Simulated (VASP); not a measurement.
# SnO2 in VASP: further runs

SnO2 is run at these levels: PBE; tasks: single point.

Program: VASP 6.6.1. These are calculated values, not measurements. Logs are shortened: lines on timing, memory, paths and dates and some standing lists are left out, and cuts for length are marked.

## Step 1: The cell of the first run

The structure is trigonal, space group R-3m (No. 166). The conventional cell has a = 3.298 Å, b = 3.298 Å, c = 14.684 Å, α = 90.00°, β = 90.00°, γ = 120.00°. Sn (site symmetry -3m) has 6 O at 2.17 Å within 2.9 Å. Within 2.9 Å of O (site symmetry 3m) lie 3 Sn at 2.17 Å and 3 O at 2.81 Å.

## Step 2: Single point, PBE (15.37 Å³/atom)

INCAR reads:

```
PREC = Accurate ; ENCUT = 520
EDIFF = 1E-7 ; ISMEAR = -1
SIGMA = 0.05 ; LREAL = F
LASPH = T ; NELM = 100
ALGO = Normal ; ISIF = 2
LWAVE = F ; LCHARG = F
GGA = PE ; NBANDS = 20
```

KPOINTS reads:

```
Automatic mesh
0
Gamma
  10 10 10
```

POSCAR reads:

```
SnO2
1.0
    1.6488088345      0.9519402245      4.8947457539
   -1.6488088345      0.9519402245      4.8947457539
    0.0000000000     -1.9038804490      4.8947457539
Sn O
1 2
Direct
    0.5000000000      0.5000000000      0.5000000000
    0.7628300000      0.7628300000      0.7628300000
    0.2371700000      0.2371700000      0.2371700000
```

Potentials or basis: VASP PAW PBE potentials, release 64 (Sn_d, O).

Launch:

```bash
> cat potpaw_PBE.64/Sn_d/POTCAR potpaw_PBE.64/O/POTCAR > POTCAR
> mpirun -np 1 vasp_std > vasp.out
```

OUTCAR:

```text
PREC = Accurate
   ENCUT = 520
   EDIFF = 1E-7
   ISMEAR = -1
   LREAL = F
   LASPH = T
   NELM = 100
   ISIF = 2
   GGA = PE

 ion  position               nearest neighbor table
   1  0.500  0.500  0.500-   3 2.17   3 2.17   2 2.17   2 2.17   3 2.17   2 2.17
   2  0.763  0.763  0.763-   1 2.17   1 2.17   1 2.17
   3  0.237  0.237  0.237-   1 2.17   1 2.17   1 2.17

  LATTYP: Found a trigonal (rhomboedric) cell.
 ALAT       =     5.2519802702
 COS(alpha) =     0.8028828391

  Lattice vectors:

 A1 = (   1.6488088345,   0.9519402245,   4.8947457539)
 A2 = (  -1.6488088345,   0.9519402245,   4.8947457539)
 A3 = (   0.0000000000,  -1.9038804490,   4.8947457539)

Analysis of symmetry for initial positions (statically):
=====================================================================
 Subroutine PRICEL returns:
 Original cell was already a primitive cell.

 Routine SETGRP: Setting up the symmetry group for a
 trigonal (rhombohedral) supercell.

 Subroutine GETGRP returns: Found 12 space group operations
 (whereof 12 operations were pure point group operations)
 out of a pool of 12 trial point group operations.

The static configuration has the point symmetry D_3d.

Analysis of symmetry for dynamics (positions and initial velocities):
=====================================================================
 Subroutine PRICEL returns:
 Original cell was already a primitive cell.

 Routine SETGRP: Setting up the symmetry group for a
 trigonal (rhombohedral) supercell.

 Subroutine GETGRP returns: Found 12 space group operations
 (whereof 12 operations were pure point group operations)
 out of a pool of 12 trial point group operations.

The dynamic configuration has the point symmetry D_3d.

 Subroutine INISYM returns: Found 12 space group operations
 (whereof 12 operations are pure point group operations),
 and found     1 'primitive' translations

----------------------------------------------------------------------------------------

                                     Primitive cell

  volume of cell :      46.0958

  direct lattice vectors                    reciprocal lattice vectors
     1.648808835  0.951940225  4.894745754     0.303249224  0.175081021  0.068100234
    -1.648808835  0.951940225  4.894745754    -0.303249224  0.175081021  0.068100234
     0.000000000 -1.903880449  4.894745754     0.000000000 -0.350162042  0.068100234
[... 76 lines left out ...]
 SYSTEM =  unknown system
   PREC   = accura    normal or accurate (medium, high low for compatibility)
   ISTART =      0    job   : 0-new  1-cont  2-samecut
   ICHARG =      2    charge: 1-file 2-atom 10-const
   ISPIN  =      1    spin polarized calculation?
   LNONCOLLINEAR =      F non collinear calculations
   LSORBIT =      F    spin-orbit coupling
   LASPH  =      T    aspherical Exc in radial PAW
   ENCUT  =  520.0 eV  38.22 Ry    6.18 a.u.   9.77  9.77  9.77*2*pi/ulx,y,z
   NELM   =    100;   NELMIN=  2; NELMDL= -5     # of ELM steps
   EDIFF  = 0.1E-06   stopping-criterion for ELM
   LREAL  =      F    real-space projection
   EDIFFG = 0.1E-05   stopping-criterion for IOM
   NSW    =      0    number of steps for IOM
   IBRION =     -1    ionic relax: 0-MD 1-quasi-New 2-CG
   NFREE  =      0    steps in history (QN), initial steepest desc. (CG)
   ISIF   =      2    stress and relaxation
   ISYM   =      2    0-nonsym 1-usesym 2-fastsym
   POTIM  = 0.5000    time-step for ionic-motion
   TEBEG  =    0.0;   TEEND  =   0.0 temperature during run
   PSTRESS=    0.0 pullay stress
   NELECT =      26.0000    total number of electrons
   NUPDOWN=      -1.0000    fix difference up-down
   EMIN   =  10.00;   EMAX   =-10.00  energy-range for DOS
   EFERMI =   0.00;   METHOD = LEGACY
   ISMEAR =    -1;   SIGMA  =   0.05  broadening in eV -4-tet -1-fermi 0-gaus
   EFERMI_NEDOS =   21; number of points for ismear=-14 and -15
   IALGO  =     38    algorithm
   IMIX   =      4    mixing-type and parameters
     AMIX     =   0.40;   BMIX     =  1.00
     AMIX_MAG =   1.60;   BMIX_MAG =  1.00
  volume/ion in A,a.u.               =      15.37       103.69
  Fermi-wavevector in a.u.,A,eV,Ry     =   1.352629  2.556099 24.893305  1.829606
  Thomas-Fermi vector in A             =   2.479952
   LORBIT       =      0    0 simple, 1 ext, 2 COOP (PROOUT), +10 PAW based schemes
   GGA     = PE    functional components
   LHFCALC =     F    Hartree Fock is set to
   AEXX    =    0.0000 exact exchange contribution
   IVDW    =     0    specifies the selected vdW correction
   LEPSILON=     F    determine dielectric tensor
   LRPA    =     F    only Hartree local field effects (RPA)
 non-spin polarized calculation
  energy-cutoff  :      520.00
  volume of cell :       46.10
 maximum number of plane-waves:      1260
   NGX = 19   NGY = 19   NGZ = 19

 number of electron      25.9999991 magnetization

 Free energy of the ion-electron system (eV)
  ---------------------------------------------------
  ext. energy  EPLUGINS =         0.00000000
  ---------------------------------------------------
  free energy    TOTEN  =       -18.14055259 eV

  energy without entropy =      -18.14055258  energy(sigma->0) =      -18.14055259

 E-fermi :   3.6634     XC(G=0):  -9.7094

 val. band max:        2.7595568858   @ k =  -0.1000   0.1000   0.0000
 cond. band min:       4.3260775182   @ k =   0.0000   0.0000   0.0000
 fundamental gap:      1.5665206324
 Fermi energy:         3.6634009579

 k-point     1 :       0.0000    0.0000    0.0000
  band No.  band energies     occupation
      1     -17.2855      2.00000
      2     -17.1295      2.00000
      3     -17.1295      2.00000
      4     -17.0065      2.00000
      5     -17.0065      2.00000
      6     -14.8928      2.00000
[... 541 lines left out ...]
     19      15.4551      0.00000
     20      19.2987      0.00000

 [... further k-points ...]
[... 5 lines left out ...]
  --------------------------------------------------------------------------------------
  -------------------------------------------------------------------------------------
  Total       -2.4210677     -2.4210677     -1.3832573      0.0000000      0.0000000      0.0000000
  in kB      -84.1503923    -84.1503923    -48.0786415      0.0000000      0.0000000      0.0000000
  external PRESSURE =     -72.1264754 kB  Pullay stress =       0.0000000 kB

 VOLUME and BASIS-vectors are now :
 -----------------------------------------------------------------------------
  energy-cutoff  :      520.00
  volume of cell :       46.10
      direct lattice vectors                 reciprocal lattice vectors
     1.648808835  0.951940225  4.894745754     0.303249224  0.175081021  0.068100234
    -1.648808835  0.951940225  4.894745754    -0.303249224  0.175081021  0.068100234
     0.000000000 -1.903880449  4.894745754     0.000000000 -0.350162042  0.068100234

 POSITION                                       TOTAL-FORCE (eV/Angst)
 -----------------------------------------------------------------------------------
      0.00000      0.00000      7.34212        -0.000000     -0.000000      0.000000
      0.00000      0.00000     11.20158         0.000000     -0.000000      0.630578
      0.00000      0.00000      3.48266         0.000000      0.000000     -0.630578
 -----------------------------------------------------------------------------------
    total drift:                                0.000000      0.000000      0.000000

  FREE ENERGIE OF THE ION-ELECTRON SYSTEM (eV)
  ---------------------------------------------------
  free  energy   TOTEN  =       -18.1405525906 eV

  energy  without entropy=      -18.1405525839  energy(sigma->0) =      -18.14055259
```

OSZICAR:

```text
N       E                     dE             d eps       ncg     rms          rms(c)
DAV:   1     0.258146729060E+03    0.25815E+03   -0.13936E+04  4880   0.187E+03
DAV:   2     0.908501708562E+01   -0.24906E+03   -0.23539E+03  5108   0.485E+02
DAV:   3    -0.201423837572E+02   -0.29227E+02   -0.28858E+02  5448   0.142E+02
DAV:   4    -0.210049191345E+02   -0.86254E+00   -0.86176E+00  5092   0.265E+01
DAV:   5    -0.210224076752E+02   -0.17489E-01   -0.17488E-01  5588   0.399E+00    0.103E+01
DAV:   6    -0.181822582338E+02    0.28401E+01   -0.11927E+01  7180   0.578E+01    0.434E+00
DAV:   7    -0.181576647434E+02    0.24593E-01   -0.69892E-01  4780   0.688E+00    0.206E+00
DAV:   8    -0.181406966164E+02    0.16968E-01   -0.80405E-02  4872   0.279E+00    0.453E-01
DAV:   9    -0.181398823326E+02    0.81428E-03   -0.11165E-02  6632   0.130E+00    0.979E-02
DAV:  10    -0.181405006426E+02   -0.61831E-03   -0.18255E-03  4864   0.369E-01    0.383E-02
DAV:  11    -0.181405496429E+02   -0.49000E-04   -0.65755E-05  6392   0.793E-02    0.215E-02
DAV:  12    -0.181405525518E+02   -0.29090E-05   -0.99099E-06  4980   0.259E-02    0.661E-03
DAV:  13    -0.181405525906E+02   -0.38775E-07   -0.98764E-07  5212   0.796E-03
   1 F= -.18140553E+02 E0= -.18140553E+02  d E =-.667925E-08
```

Wall time 3.8 min (1 thread of Intel Xeon 8259CL, shared host); peak memory 0.3 GiB.

Results:

| Item | Value |
| --- | --- |
| Free energy | -18.1406 eV |
| Pressure | -7.2 GPa |
| Largest force | 0.631 eV/Å |
| Band gap on the k mesh | 1.57 eV (least direct gap 1.64 eV) |

Forces in eV/Å, atoms in the order of the input:
```
Sn   0.000  0.000  0.000
O    0.000  0.000  0.631
O    0.000  0.000 -0.631
```

Stress tensor (GPa, compression positive):
```
-8.42  0.00  0.00
 0.00 -8.42  0.00
 0.00  0.00 -4.81
```

Levels at points of the mesh, in eV from the valence-band top:
```tsv
k point	band 10	band 11	band 12	band 13	band 14	band 15	band 16	band 17
(0.00, 0.00, 0.00)	-1.21	-0.90	-0.90	-0.07	1.57	5.42	10.48	10.48
(0.50, 0.00, 0.00)	-2.77	-1.38	-0.61	-0.52	4.74	7.32	9.59	11.94
(0.50, 0.50, 0.00)	-2.85	-1.08	-0.48	-0.04	4.51	6.57	10.13	11.02
(0.50, 0.50, 0.50)	-1.26	-1.10	-0.86	-0.86	2.74	5.30	10.62	10.62
```

Caveat: the cell stands under tension; spin-orbit coupling is left out, which moves the levels of the heavy elements. A k mesh can miss the band edges.

## Step 3: Single point, PBE (atoms moved at random)

INCAR reads:

```
SYSTEM = SnO2
  ALGO = Normal
  EDIFF = 1E-6
  ENCUT = 520
  GGA = PE
  ISIF = 2
  ISMEAR = -1
  LASPH = .TRUE.
  LCHARG = .TRUE.
  LELF = .TRUE.
  LREAL = .FALSE.
  LVHAR = .TRUE.
  LWAVE = .FALSE.
  NBANDS = 20
  NELM = 100
  PREC = Accurate
  SIGMA = 0.05
```

KPOINTS reads:

```
k-points
0
G
  10 10 10
  0 0 0
```

POSCAR reads:

```
SnO2
1.0
    1.6170930752      0.9336291223      4.8005925840
   -1.6170930752      0.9336291223      4.8005925840
    0.0000000000     -1.8672582446      4.8005925840
Sn O
1 2
Direct
    0.5169490000      0.4971150000      0.4993180000
    0.7802240000      0.7687570000      0.7455410000
    0.2289700000      0.2543820000      0.2329610000
```

Potentials or basis: VASP PAW PBE potentials, release 64 (Sn_d, O).

Launch:

```bash
> cat potpaw_PBE.64/Sn_d/POTCAR potpaw_PBE.64/O/POTCAR > POTCAR
> mpirun -np 1 vasp_std > vasp.out
```

OUTCAR:

```text
SYSTEM = SnO2
   EDIFF = 1E-6
   ENCUT = 520
   GGA = PE
   ISIF = 2
   ISMEAR = -1
   LASPH = .TRUE.
   LREAL = .FALSE.
   NELM = 100
   PREC = Accurate

 ion  position               nearest neighbor table
   1  0.517  0.497  0.499-   3 2.05   3 2.11   2 2.12   2 2.14   3 2.16   2 2.18
   2  0.780  0.769  0.746-   1 2.12   1 2.14   1 2.18
   3  0.229  0.254  0.233-   1 2.05   1 2.11   1 2.16

  LATTYP: Found a trigonal (rhomboedric) cell.
 ALAT       =     5.1509554948
 COS(alpha) =     0.8028828391

  Lattice vectors:

 A1 = (   1.6170930752,   0.9336291223,   4.8005925840)
 A2 = (  -1.6170930752,   0.9336291223,   4.8005925840)
 A3 = (   0.0000000000,  -1.8672582446,   4.8005925840)

Analysis of symmetry for initial positions (statically):
=====================================================================
 Subroutine PRICEL returns:
 Original cell was already a primitive cell.

 Routine SETGRP: Setting up the symmetry group for a
 trigonal (rhombohedral) supercell.

 Subroutine GETGRP returns: Found  1 space group operations
 (whereof  1 operations were pure point group operations)
[... 159 lines left out ...]
  ---------------------------------------------------
  ext. energy  EPLUGINS =         0.00000000
  ---------------------------------------------------
  free energy    TOTEN  =       -18.15570365 eV

  energy without entropy =      -18.15570365  energy(sigma->0) =      -18.15570365

 E-fermi :   4.3692     XC(G=0):  -9.9867

 val. band max:        3.3225805716   @ k =   0.2000   0.0000  -0.2000
 cond. band min:       5.2146182719   @ k =   0.0000   0.0000   0.0000
 fundamental gap:      1.8920377003
 Fermi energy:         4.3691648920

 k-point     1 :       0.0000    0.0000    0.0000
  band No.  band energies     occupation
      1     -16.7309      2.00000
      2     -16.5167      2.00000
      3     -16.5060      2.00000
      4     -16.3300      2.00000
      5     -16.3255      2.00000
      6     -14.6474      2.00000
[... 541 lines left out ...]
     19      17.5207      0.00000
     20      20.1699      0.00000

 [... further k-points ...]
[... 5 lines left out ...]
  --------------------------------------------------------------------------------------
  -------------------------------------------------------------------------------------
  Total        0.2751270      0.2563940     -0.0100270      0.1061725      0.4260216      0.6597806
  in kB       10.1365046      9.4463254     -0.3694239      3.9117133     15.6959169     24.3083032
  external PRESSURE =       6.4044687 kB  Pullay stress =       0.0000000 kB

 VOLUME and BASIS-vectors are now :
 -----------------------------------------------------------------------------
  energy-cutoff  :      520.00
  volume of cell :       43.49
      direct lattice vectors                 reciprocal lattice vectors
     1.617093075  0.933629122  4.800592584     0.309196797  0.178514854  0.069435872
    -1.617093075  0.933629122  4.800592584    -0.309196797  0.178514854  0.069435872
     0.000000000 -1.867258245  4.800592584     0.000000000 -0.357029708  0.069435872

 POSITION                                       TOTAL-FORCE (eV/Angst)
 -----------------------------------------------------------------------------------
      0.03207      0.01440      7.26513        -0.660089      0.151199     -0.783488
      0.01854      0.05406     11.01507        -0.018939     -0.290434      0.381041
     -0.04109      0.01627      3.43873         0.679028      0.139234      0.402446
 -----------------------------------------------------------------------------------
    total drift:                               -0.000011      0.000003     -0.000199

  FREE ENERGIE OF THE ION-ELECTRON SYSTEM (eV)
  ---------------------------------------------------
  free  energy   TOTEN  =       -18.1557036483 eV

  energy  without entropy=      -18.1557036480  energy(sigma->0) =      -18.15570365
```

OSZICAR:

```text
N       E                     dE             d eps       ncg     rms          rms(c)
DAV:   1     0.261843361222E+03    0.26184E+03   -0.13920E+04 21200   0.191E+03
DAV:   2     0.872721121884E+01   -0.25312E+03   -0.23992E+03 22020   0.496E+02
DAV:   3    -0.202564018485E+02   -0.28984E+02   -0.28688E+02 23600   0.143E+02
DAV:   4    -0.210913247002E+02   -0.83492E+00   -0.83419E+00 22148   0.263E+01
DAV:   5    -0.211081957907E+02   -0.16871E-01   -0.16871E-01 24508   0.395E+00    0.107E+01
DAV:   6    -0.181763460868E+02    0.29318E+01   -0.11604E+01 31232   0.577E+01    0.439E+00
DAV:   7    -0.181725048945E+02    0.38412E-02   -0.69696E-01 20564   0.683E+00    0.212E+00
DAV:   8    -0.181561128435E+02    0.16392E-01   -0.74361E-02 21404   0.277E+00    0.520E-01
DAV:   9    -0.181550266716E+02    0.10862E-02   -0.12363E-02 27416   0.149E+00    0.114E-01
DAV:  10    -0.181554155084E+02   -0.38884E-03   -0.19858E-03 25032   0.359E-01    0.759E-02
DAV:  11    -0.181557021587E+02   -0.28665E-03   -0.45120E-04 20712   0.164E-01    0.227E-02
DAV:  12    -0.181557021972E+02   -0.38588E-07   -0.28764E-05 26236   0.446E-02    0.992E-03
DAV:  13    -0.181557035968E+02   -0.13995E-05   -0.67507E-06 20708   0.195E-02    0.270E-03
DAV:  14    -0.181557036483E+02   -0.51553E-07   -0.48516E-07 17400   0.626E-03
   1 F= -.18155704E+02 E0= -.18155704E+02  d E =-.294529E-09
```

stdout:

```text
POSCAR found type information on POSCAR SnO
 POSCAR found :  2 types and       3 ions
 scaLAPACK will be used
 LDA part: xc-table for (Slater+PW92), standard interpolation
 POSCAR, INCAR and KPOINTS ok, starting setup
 FFT: planning ... GRIDC
 FFT: planning ... GRID_SOFT
 FFT: planning ... GRID
 WAVECAR not read
 entering main loop
```

Wall time 18 min (1 thread of Intel Xeon 8259CL, shared host); peak memory 0.55 GiB.

What came out:

* Free energy: -18.1557 eV
* Pressure: 0.6 GPa
* Largest force: 1.036 eV/Å
* Band gap on the k mesh: 1.89 eV (least direct gap 2.03 eV)

Forces in eV/Å, atoms in the order of the input:
```
Sn  -0.660  0.151 -0.783
O   -0.019 -0.290  0.381
O    0.679  0.139  0.402
```

Stress tensor (GPa, compression positive):
```
 1.01  0.39  2.43
 0.39  0.94  1.57
 2.43  1.57 -0.04
```

Levels at points of the mesh, in eV from the valence-band top:
```tsv
k point	band 10	band 11	band 12	band 13	band 14	band 15	band 16	band 17
(0.00, 0.00, 0.00)	-1.24	-0.88	-0.78	-0.14	1.89	5.71	10.79	11.22
(0.50, 0.00, 0.00)	-2.93	-1.62	-0.57	-0.51	5.41	7.75	10.04	12.11
(0.00, 0.50, 0.00)	-3.01	-1.40	-0.67	-0.52	5.22	7.64	10.00	12.38
(0.00, 0.00, 0.50)	-2.99	-1.40	-0.68	-0.52	5.21	7.65	9.97	12.35
(0.50, 0.50, 0.00)	-3.08	-1.10	-0.49	-0.03	4.96	6.84	10.57	11.32
(0.50, 0.00, 0.50)	-3.10	-1.10	-0.48	-0.03	4.97	6.84	10.62	11.29
(0.00, 0.50, 0.50)	-3.02	-1.26	-0.44	-0.05	5.15	6.97	10.69	11.32
(0.50, 0.50, 0.50)	-1.28	-1.27	-0.85	-0.75	3.13	5.63	10.96	11.41
```

Caveat: the cell differs from its parent crystal (atoms moved at random); spin-orbit coupling is left out, which moves the levels of the heavy elements; forces of over 1 eV/Å act on the atoms, so gaps and moduli don't describe the material at rest.
